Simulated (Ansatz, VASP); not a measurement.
**Two plane-wave programs on ZrOs3**

The input INCAR:

```
PREC = Accurate ; ENCUT = 520
EDIFF = 1E-6 ; ISMEAR = -1
SIGMA = 0.05 ; LREAL = F
LASPH = T ; NELM = 100
ALGO = Normal ; ISIF = 2
LWAVE = F ; LCHARG = F
GGA = PE ; NBANDS = 26
```

Contents of KPOINTS:

```
Automatic mesh
0
Gamma
  7 7 7
```

The input POSCAR:

```
ZrOs3
1.0
    3.9425724462      0.0000000000      0.0000000000
    0.0000000000      3.9425724462      0.0000000000
    0.0000000000      0.0000000000      3.9425724462
Os Zr
3 1
Direct
    0.0000000000      0.5000000000      0.5000000000
    0.5000000000      0.0000000000      0.5000000000
    0.5000000000      0.5000000000      0.0000000000
    0.0000000000      0.0000000000      0.0000000000
```

Contents of input.yaml:

```yaml
crystal:
  lattice:
    - [3.9425724462, 0.0, 0.0]
    - [0.0, 3.9425724462, 0.0]
    - [0.0, 0.0, 3.9425724462]
  atoms:
    - { symbol: Os, position: [0.0, 0.5, 0.5] }
    - { symbol: Os, position: [0.5, 0.0, 0.5] }
    - { symbol: Os, position: [0.5, 0.5, 0.0] }
    - { symbol: Zr, position: [0.0, 0.0, 0.0] }
hamiltonian:
  xc: pbe
  pseudopotentials: { kind: paw }
kpoints:
  mp_grid: { grid: [7, 7, 7] }
scf:
  occupations: { method: fermi_dirac, width: 0.05 }
output:
  forces: true
  stress: true
  eigenvalues: true
```

Alike in both runs: task single point; functional PBE; k mesh 7 × 7 × 7; occupations fermi-dirac, width 0.05 eV; no spin polarisation.

|  | VASP | Ansatz |
| --- | --- | --- |
| version | VASP 6.6.1 | Ansatz 0.2.0 |
| potentials or method | VASP PAW PBE potentials, release 64 (Os, Zr_sv) | Ansatz PAW |
| plane-wave cutoff (eV) | 520 | 420 |
| valence electrons in the cell | 36 | 60 |

Ansatz gave:

| Item | Value |
| --- | --- |
| gap on the k mesh at the Fermi level (eV) | none |
| pressure (GPa) | 9.8 |

Problem. Which values does VASP return?

Solution. gap on the k mesh at the Fermi level (eV): none; pressure (GPa): 9.9.

A gap of «none» marks a metal or a gap that the smearing closes. The functional is the same, so the differences come from potentials, cutoffs and numerics. VASP's potentials hold 36 valence electrons a cell and Ansatz's 60, so a difference there can come from the potentials and not from the codes.

Neither program's run includes spin-orbit coupling.
